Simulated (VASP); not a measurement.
# AlCu5 (P4/mmm) in VASP: notebook

The runs below take AlCu5 through relaxation of cell and atoms, single point, with PBE.

Program: VASP 6.6.1. These are calculated values, not measurements. Logs are shortened: lines on timing, memory, paths and dates and some standing lists are left out, and cuts for length are marked.

**1. The cell of the first run**

The structure is tetragonal, space group P4/mmm (No. 123). The conventional cell has a = 2.656 Å, b = 2.656 Å, c = 11.269 Å, α = 90.00°, β = 90.00°, γ = 90.00°. Al (site symmetry 4/mmm) has 4 Al at 2.66 Å and 8 Cu at 2.66 Å within 3.5 Å. Within 3.5 Å of Cu (site symmetry 4mm) lie 12 Cu at 2.66 Å. Within 3.5 Å of Cu (site symmetry 4mm) lie 8 Cu at 2.66 Å and 4 Al at 2.66 Å. Cu (site symmetry 4/mmm) has 12 Cu at 2.66 Å within 3.5 Å.

**2. Relaxation of cell and atoms, PBE**

Input file INCAR:

```
SYSTEM = AlCu5
PREC = Accurate
ENCUT = 600
EDIFF = 1E-6
ISMEAR = 0
SIGMA = 0.1
LREAL = .False.
LASPH = .True.
NELM = 60
ALGO = Normal
ISIF = 3
LWAVE = .False.
LCHARG = .False.
GGA = PE
IBRION = 2
NSW = 90
EDIFFG = -0.04
```

Input file KPOINTS:

```
Automatic mesh
0
Gamma
  6 6 2
  0 0 0
```

Input file POSCAR:

```
AlCu5
1.0
    2.6560905400      0.0000000000      0.0000000000
    0.0000000000      2.6560905400      0.0000000000
    0.0000000000      0.0000000000     11.2688377800
Al Cu
1 5
Direct
    0.0000000000      0.0000000000      0.5000000000
    0.0000000000      0.0000000000      0.8333333300
    0.5000000000      0.5000000000      0.6666666700
    0.5000000000      0.5000000000      0.3333333300
    0.0000000000      0.0000000000      0.1666666700
    0.5000000000      0.5000000000      0.0000000000
```

Potentials or basis: VASP PAW PBE potentials, release 64 (Al, Cu).

The run is started by

```bash
> cat potpaw_PBE.64/Al/POTCAR potpaw_PBE.64/Cu/POTCAR > POTCAR
> mpirun -np 1 vasp_std > vasp.out
```

OUTCAR:

```text
SYSTEM = AlCu5
   PREC = Accurate
   ENCUT = 600
   EDIFF = 1E-6
   ISMEAR = 0
   LREAL = .False.
   LASPH = .True.
   NELM = 60
   ISIF = 3
   GGA = PE
   IBRION = 2
   NSW = 90
   EDIFFG = -0.04

 ion  position               nearest neighbor table
   1  0.000  0.000  0.500-   3 2.66   4 2.66   3 2.66   4 2.66   3 2.66   4 2.66   3 2.66   4 2.66

   2  0.000  0.000  0.833-   3 2.66   3 2.66   3 2.66   3 2.66   6 2.66   6 2.66   6 2.66   6 2.66

   3  0.500  0.500  0.667-   2 2.66   2 2.66   2 2.66   2 2.66   1 2.66   1 2.66   1 2.66   1 2.66

   4  0.500  0.500  0.333-   5 2.66   5 2.66   5 2.66   5 2.66   1 2.66   1 2.66   1 2.66   1 2.66

   5  0.000  0.000  0.167-   4 2.66   4 2.66   4 2.66   4 2.66   6 2.66   6 2.66   6 2.66   6 2.66

   6  0.500  0.500  0.000-   2 2.66   5 2.66   2 2.66   5 2.66   2 2.66   5 2.66   2 2.66   5 2.66

  LATTYP: Found a simple tetragonal cell.
 ALAT       =     2.6560905400
 C/A-ratio  =     4.2426406820

  Lattice vectors:

 A1 = (   2.6560905400,   0.0000000000,   0.0000000000)
 A2 = (   0.0000000000,   2.6560905400,   0.0000000000)
 A3 = (   0.0000000000,   0.0000000000,  11.2688377800)

Analysis of symmetry for initial positions (statically):
=====================================================================
 Subroutine PRICEL returns:
 Original cell was already a primitive cell.

 Routine SETGRP: Setting up the symmetry group for a
 simple tetragonal supercell.

 Subroutine GETGRP returns: Found 16 space group operations
 (whereof 16 operations were pure point group operations)
 out of a pool of 16 trial point group operations.

The static configuration has the point symmetry D_4h.

Analysis of symmetry for dynamics (positions and initial velocities):
=====================================================================
 Subroutine PRICEL returns:
 Original cell was already a primitive cell.

 Routine SETGRP: Setting up the symmetry group for a
 simple tetragonal supercell.

 Subroutine GETGRP returns: Found 16 space group operations
 (whereof 16 operations were pure point group operations)
 out of a pool of 16 trial point group operations.

The dynamic configuration has the point symmetry D_4h.

 Subroutine INISYM returns: Found 16 space group operations
 (whereof 16 operations are pure point group operations),
 and found     1 'primitive' translations

----------------------------------------------------------------------------------------

                                     Primitive cell

  volume of cell :      79.4996

  direct lattice vectors                    reciprocal lattice vectors
     2.656090540  0.000000000  0.000000000     0.376493190  0.000000000  0.000000000
     0.000000000  2.656090540  0.000000000     0.000000000  0.376493190  0.000000000
     0.000000000  0.000000000 11.268837780     0.000000000  0.000000000  0.088740296

  length of vectors
     2.656090540  2.656090540 11.268837780     0.376493190  0.376493190  0.088740296

  position of ions in fractional coordinates (direct lattice)
     0.000000000  0.000000000  0.500000000
     0.000000000  0.000000000  0.833333330
     0.500000000  0.500000000  0.666666670
     0.500000000  0.500000000  0.333333330
     0.000000000  0.000000000  0.166666670
     0.500000000  0.500000000  0.000000000

  ion indices of the primitive-cell ions
   primitive index   ion index
                 1           1
                 2           2
                 3           3
                 4           4
                 5           5
                 6           6

----------------------------------------------------------------------------------------

 KPOINTS: Automatic mesh

Automatic generation of k-mesh.
 Grid dimensions read from file:
 generate k-points for:    6    6    2

 Generating k-lattice:

  Cartesian coordinates                     Fractional coordinates (reciprocal lattice)
     0.062748865  0.000000000  0.000000000     0.166666667  0.000000000  0.000000000
     0.000000000  0.062748865  0.000000000     0.000000000  0.166666667  0.000000000
     0.000000000  0.000000000  0.044370148     0.000000000  0.000000000  0.500000000

  Length of vectors
     0.062748865  0.062748865  0.044370148

  Shift w.r.t. Gamma in fractional coordinates (k-lattice)
     0.000000000  0.000000000  0.000000000

 Subroutine IBZKPT returns following result:
 ===========================================

 Found     20 irreducible k-points:

 Following reciprocal coordinates:
            Coordinates               Weight
  0.000000  0.000000  0.000000      1.000000
  0.166667  0.000000  0.000000      4.000000
  0.333333  0.000000  0.000000      4.000000
  0.500000  0.000000  0.000000      2.000000
  0.166667  0.166667  0.000000      4.000000
  0.333333  0.166667  0.000000      8.000000
[... 12 lines left out ...]
  0.500000  0.333333  0.500000      4.000000
  0.500000  0.500000  0.500000      1.000000
   k-points           NKPTS =     20   k-points in BZ     NKDIM =     20   number of bands    NBANDS=     34
   number of dos      NEDOS =    301   number of ions     NIONS =      6
   total plane-waves  NPLWV =  51840
   dimension x,y,z NGX =    24 NGY =   24 NGZ =   90
   dimension x,y,z NGXF=    48 NGYF=   48 NGZF=  180
   ions per type =               1   5
   NGX,Y,Z   is equivalent  to a cutoff of  15.02, 15.02, 13.28 a.u.
   NGXF,Y,Z  is equivalent  to a cutoff of  30.04, 30.04, 26.55 a.u.
 SYSTEM =  AlCu5
   PREC   = accura    normal or accurate (medium, high low for compatibility)
   ISTART =      0    job   : 0-new  1-cont  2-samecut
   ICHARG =      2    charge: 1-file 2-atom 10-const
   ISPIN  =      1    spin polarized calculation?
   LNONCOLLINEAR =      F non collinear calculations
   LSORBIT =      F    spin-orbit coupling
   LASPH  =      T    aspherical Exc in radial PAW
   ENCUT  =  600.0 eV  44.10 Ry    6.64 a.u.   5.30  5.30 22.51*2*pi/ulx,y,z
   NELM   =     60;   NELMIN=  2; NELMDL= -5     # of ELM steps
   EDIFF  = 0.1E-05   stopping-criterion for ELM
   LREAL  =      F    real-space projection
   EDIFFG = -.4E-01   stopping-criterion for IOM
   NSW    =     90    number of steps for IOM
   IBRION =      2    ionic relax: 0-MD 1-quasi-New 2-CG
   NFREE  =      1    steps in history (QN), initial steepest desc. (CG)
   ISIF   =      3    stress and relaxation
   ISYM   =      2    0-nonsym 1-usesym 2-fastsym
   POTIM  = 0.5000    time-step for ionic-motion
   TEBEG  =    0.0;   TEEND  =   0.0 temperature during run
   PSTRESS=    0.0 pullay stress
   NELECT =      58.0000    total number of electrons
   NUPDOWN=      -1.0000    fix difference up-down
   EMIN   =  10.00;   EMAX   =-10.00  energy-range for DOS
   EFERMI =   0.00;   METHOD = LEGACY
   ISMEAR =     0;   SIGMA  =   0.10  broadening in eV -4-tet -1-fermi 0-gaus
   EFERMI_NEDOS =   21; number of points for ismear=-14 and -15
   IALGO  =     38    algorithm
   IMIX   =      4    mixing-type and parameters
     AMIX     =   0.40;   BMIX     =  1.00
     AMIX_MAG =   1.60;   BMIX_MAG =  1.00
  volume/ion in A,a.u.               =      13.25        89.41
  Fermi-wavevector in a.u.,A,eV,Ry     =   1.473768  2.785018 29.551758  2.171993
  Thomas-Fermi vector in A             =   2.588621
   LORBIT       =      0    0 simple, 1 ext, 2 COOP (PROOUT), +10 PAW based schemes
   GGA     = PE    functional components
   LHFCALC =     F    Hartree Fock is set to
   AEXX    =    0.0000 exact exchange contribution
   IVDW    =     0    specifies the selected vdW correction
   LEPSILON=     F    determine dielectric tensor
   LRPA    =     F    only Hartree local field effects (RPA)
 conjugate gradient relaxation of ions
 non-spin polarized calculation
 Gauss-broadening in eV      SIGMA  =   0.10
  energy-cutoff  :      600.00
  volume of cell :       79.50
 maximum number of plane-waves:      2693
 NGX is ok and might be reduce to    24
   NGX = 11   NGY = 11   NGZ = 45

--------------------------------------- Ionic step        1  -------------------------------------------

 number of electron      58.0000018 magnetization

 Free energy of the ion-electron system (eV)
  ---------------------------------------------------
  ext. energy  EPLUGINS =         0.00000000
  ---------------------------------------------------
  free energy    TOTEN  =       -22.46636063 eV

  energy without entropy =      -22.44511507  energy(sigma->0) =      -22.45573785

------------------------ aborting loop because EDIFF is reached ----------------------------------------

  FORCE on cell =-STRESS in cart. coord.  units (eV):
  Direction    XX          YY          ZZ          XY          YZ          ZX
  --------------------------------------------------------------------------------------
  -------------------------------------------------------------------------------------
  Total       -2.4791272     -2.4791272     -4.4352767      0.0000000      0.0000000     -0.0000000
  in kB      -49.9625406    -49.9625406    -89.3853660      0.0000000      0.0000000     -0.0000000
  external PRESSURE =     -63.1034824 kB  Pullay stress =       0.0000000 kB
[... 101 lines left out ...]
  FREE ENERGIE OF THE ION-ELECTRON SYSTEM (eV)
  ---------------------------------------------------
  free  energy   TOTEN  =       -22.5735905877 eV

  energy  without entropy=      -22.5536094807  energy(sigma->0) =      -22.56360003

[... ionic steps 4 to 32 ...]

--------------------------------------- Ionic step       33  -------------------------------------------

 number of electron      57.9999985 magnetization

------------------------ aborting loop because EDIFF is reached ----------------------------------------

  FORCE on cell =-STRESS in cart. coord.  units (eV):
  Direction    XX          YY          ZZ          XY          YZ          ZX
  --------------------------------------------------------------------------------------
  -------------------------------------------------------------------------------------
  Total        0.0692138      0.0692138      0.3271062      0.0000000     -0.0000000     -0.0000000
  in kB        1.4887202      1.4887202      7.0357345      0.0000000     -0.0000000     -0.0000000
  external PRESSURE =       3.3377250 kB  Pullay stress =       0.0000000 kB
[... 65 lines left out ...]
  energy  without entropy=      -22.9446304533  energy(sigma->0) =      -22.94804932

--------------------------------------- Ionic step       35  -------------------------------------------

 number of electron      58.0000006 magnetization

 Free energy of the ion-electron system (eV)
  ---------------------------------------------------
  ext. energy  EPLUGINS =         0.00000000
  ---------------------------------------------------
  free energy    TOTEN  =       -22.95266102 eV

  energy without entropy =      -22.94621301  energy(sigma->0) =      -22.94943701

 E-fermi :   7.9357     XC(G=0): -12.2480

 val. band max:        7.8752192387   @ k =   0.3333   0.1667   0.5000
 cond. band min:       8.0088734170   @ k =   0.5000   0.5000   0.0000
 fundamental gap:      0.1336541783
 Fermi energy:         7.9357348252

 k-point     1 :       0.0000    0.0000    0.0000
  band No.  band energies     occupation
      1      -2.3833      2.00000
      2       0.2768      2.00000
      3       0.3818      2.00000
      4       3.3191      2.00000
      5       3.4085      2.00000
      6       3.4100      2.00000
[... 762 lines left out ...]
  FREE ENERGIE OF THE ION-ELECTRON SYSTEM (eV)
  ---------------------------------------------------
  free  energy   TOTEN  =       -22.9526610166 eV

  energy  without entropy=      -22.9462130116  energy(sigma->0) =      -22.94943701

 reached required accuracy - stopping structural energy minimisation
```

It took 24 min on 1 thread of Intel Xeon Platinum 8488C (Sapphire Rapids), shared host; peak memory 0.24 GiB.

Results:

```
Free energy                           : -22.9527 eV
Relaxed volume                        : 12.43 Å³/atom
Relaxed cell                          : a = 3.022 Å, b = 3.022 Å, c = 8.168 Å, α = 90.00°, β = 90.00°, γ = 90.00°
Space group after relaxing (to 0.1 Å) : P4/mmm (No. 123)
Energy gained by relaxing             : 81.1 meV/atom
Ionic steps                           : 35
Pressure after relaxing               : -0.1 GPa
Largest force after relaxing          : 0.029 eV/Å
Band gap on the k mesh                : zero (bands 29 and 30 overlap by 2.89 eV)
```

Forces in eV/Å, atoms in the order of the input:
```
Al   0.000  0.000  0.000
Cu   0.000  0.000  0.025
Cu   0.000  0.000  0.029
Cu   0.000  0.000 -0.029
Cu   0.000  0.000 -0.025
Cu   0.000  0.000  0.000
```

Stress tensor (GPa, compression positive):
```
 0.03  0.00  0.00
 0.00  0.03  0.00
 0.00  0.00 -0.25
```

The path:
| step | energy change (eV) | largest force (eV/Å) | pressure (GPa) | volume (Å³) |
| --- | --- | --- | --- | --- |
| 1 | 0.0000 | 0.1642 | -6.31 | 79.50 |
| 2 | -0.0997 | 0.1438 | 2.80 | 73.64 |
| 3 | -0.1072 | 0.1498 | 0.36 | 74.81 |
| 4 | -0.1072 | 0.1489 | 0.89 | 74.70 |
| 5 | -0.1254 | 0.1081 | 0.75 | 74.71 |
| 6 | -0.1758 | 0.1198 | 0.81 | 74.68 |
| 7 | -0.2351 | 0.3016 | 1.41 | 74.26 |
| 8 | -0.2537 | 0.1532 | -1.43 | 75.89 |
| 9 | -0.2537 | 0.1567 | -1.35 | 75.85 |
| 10 | -0.2658 | 0.0793 | -0.43 | 75.21 |
| 11 | -0.2666 | 0.1528 | 0.04 | 74.95 |
| 12 | -0.2722 | 0.1369 | 0.47 | 74.74 |
| 13 | -0.2865 | 0.1267 | 1.66 | 74.05 |
| 14 | -0.3591 | 0.1093 | 4.51 | 72.41 |
| 15 | 0.1380 | 0.4412 | 17.56 | 67.95 |
| 16 | -0.3980 | 0.0988 | 5.79 | 71.73 |
| 17 | -0.3934 | 0.1312 | 8.10 | 70.83 |
| 18 | -0.4031 | 0.1174 | 7.06 | 71.17 |
| 19 | -0.4035 | 0.1181 | 7.14 | 71.17 |
| 20 | -0.4047 | 0.1199 | 7.17 | 71.16 |
| 21 | -0.4061 | 0.1238 | 7.01 | 71.13 |
| 22 | -0.4059 | 0.1331 | 7.21 | 71.09 |
| 23 | -0.4065 | 0.1289 | 7.40 | 71.11 |
| 24 | -0.4082 | 0.1283 | 7.03 | 71.15 |
| 25 | -0.4130 | 0.1266 | 6.80 | 71.25 |
| 26 | -0.4222 | 0.1236 | 6.47 | 71.47 |
| 27 | -0.4386 | 0.1178 | 5.43 | 71.91 |
| 28 | -0.4633 | 0.1070 | 3.61 | 72.78 |
| 29 | -0.4827 | 0.0902 | -0.14 | 74.54 |
| 30 | -0.4826 | 0.0898 | 0.49 | 74.39 |
| 31 | -0.4827 | 0.0896 | 0.30 | 74.47 |
| 32 | -0.4830 | 0.0870 | 0.33 | 74.47 |
| 33 | -0.4838 | 0.0785 | 0.33 | 74.49 |
| 34 | -0.4851 | 0.0619 | 0.42 | 74.52 |
| 35 | -0.4863 | 0.0286 | -0.06 | 74.59 |

Final structure:
```
CELL_PARAMETERS angstrom
3.02175 0.00000 0.00000
0.00000 3.02175 0.00000
0.00000 0.00000 8.16837
ATOMIC_POSITIONS crystal
Al 0.00000 0.00000 0.50000
Cu 0.00000 0.00000 0.83538
Cu 0.50000 0.50000 0.67075
Cu 0.50000 0.50000 0.32925
Cu 0.00000 0.00000 0.16462
Cu 0.50000 0.50000 0.00000
```

Levels at points of the mesh, in eV from the Fermi level:
| k point | band 26 | band 27 | band 28 | band 29 | band 30 | band 31 | band 32 | band 33 |
| --- | --- | --- | --- | --- | --- | --- | --- | --- |
| (0.00, 0.00, 0.00) | -2.05 | -2.05 | -1.74 | 0.87 | 1.05 | 5.05 | 5.05 | 7.16 |
| (0.50, 0.00, 0.00) | -1.71 | -1.68 | -1.52 | -1.52 | -1.40 | -1.36 | 4.19 | 4.55 |
| (0.50, 0.50, 0.00) | -2.05 | -2.05 | 0.07 | 1.13 | 1.68 | 1.68 | 2.21 | 2.21 |
| (0.00, 0.00, 0.50) | -2.12 | -1.74 | -1.74 | -1.39 | 5.22 | 5.40 | 5.40 | 5.62 |
| (0.50, 0.00, 0.50) | -1.81 | -1.70 | -1.70 | -1.70 | -1.14 | -0.92 | 2.64 | 3.02 |
| (0.50, 0.50, 0.50) | -0.47 | -0.47 | -0.44 | -0.44 | 0.08 | 1.14 | 2.96 | 3.30 |

Caveat: the k points lie up to 0.38 Å⁻¹ apart in the final cell, too coarse for converged energies and pressures of a metal; a cell axis changed by over 15 % at a fixed basis, so the end point is rough.

**3. Single point, PBE**

This run uses another cell than the first one, of 12.40 Å³/atom.

Input file INCAR:

```
SYSTEM = AlCu5
PREC     = Accurate       ! precision mode
ENCUT    = 520            ! plane-wave cutoff, eV
EDIFF    = 1E-6           ! SCF threshold, eV
ISMEAR   = 0              ! smearing method
SIGMA    = 0.1            ! smearing width, eV
LREAL    = .FALSE.        ! projectors in reciprocal space
LASPH    = .TRUE.         ! aspherical terms in the spheres
NELM     = 80             ! most SCF steps
ALGO     = Fast           ! electronic algorithm
ISIF     = 2              ! what is computed and relaxed
LWAVE    = .FALSE.        ! write WAVECAR
LCHARG   = .TRUE.         ! write CHGCAR
GGA      = PE             ! functional
LELF     = .TRUE.         ! ELF
LVHAR    = .TRUE.       
NBANDS   = 38             ! bands
```

Input file KPOINTS:

```
regular mesh
0
G
  12 12 6
  0 0 0
```

Input file POSCAR:

```
AlCu5
1.0
    3.0117765232      0.0000000000      0.0000000000
    0.0000000000      3.0117765232      0.0000000000
    0.0000000000      0.0000000000      8.2045455642
Al Cu
1 5
Direct
    0.0000000000      0.0000000000      0.5000000000
    0.0000000000      0.0000000000      0.8368131196
    0.5000000000      0.5000000000      0.6713935026
    0.5000000000      0.5000000000      0.3286064974
    0.0000000000      0.0000000000      0.1631868804
    0.5000000000      0.5000000000      0.0000000000
```

Potentials or basis: VASP PAW PBE potentials, release 64 (Al, Cu).

The run is started by

```bash
> cat potpaw_PBE.64/Al/POTCAR potpaw_PBE.64/Cu/POTCAR > POTCAR
> mpirun -np 1 vasp_std > vasp.out
```

Run time: 3.8 min. Hardware: 1 thread of Intel Xeon Platinum 8488C (Sapphire Rapids), shared host; peak memory 0.35 GiB.

It converged, with:

```
Free energy            : -22.8345 eV
Pressure               : 0.6 GPa
Largest force          : 0.004 eV/Å
Band gap on the k mesh : zero (bands 29 and 30 overlap by 2.82 eV)
```

Forces on the atoms (eV/Å):
```
Al   0.000  0.000  0.000
Cu   0.000  0.000 -0.004
Cu   0.000  0.000  0.003
Cu   0.000  0.000 -0.003
Cu   0.000  0.000  0.004
Cu   0.000  0.000  0.000
```

Stress tensor (GPa, compression positive):
```
0.57 0.00 0.00
0.00 0.57 0.00
0.00 0.00 0.71
```

Levels at points of the mesh, in eV from the Fermi level:
| k point | band 27 | band 28 | band 29 | band 30 | band 31 | band 32 |
| --- | --- | --- | --- | --- | --- | --- |
| (0.00, 0.00, 0.00) | -1.95 | -1.64 | 0.86 | 1.03 | 5.18 | 5.18 |
| (0.50, 0.00, 0.00) | -1.57 | -1.44 | -1.43 | -1.31 | -1.26 | 4.13 |
| (0.50, 0.50, 0.00) | -1.97 | 0.13 | 1.19 | 1.77 | 1.77 | 2.25 |
| (0.00, 0.00, 0.50) | -1.68 | -1.64 | -1.36 | 5.10 | 5.51 | 5.51 |
| (0.50, 0.00, 0.50) | -1.60 | -1.60 | -1.59 | -1.07 | -0.85 | 2.63 |
| (0.50, 0.50, 0.50) | -0.39 | -0.37 | -0.37 | 0.14 | 1.20 | 3.09 |

The gap in the log of VASP goes by the Fermi energy; the results here count the filled bands.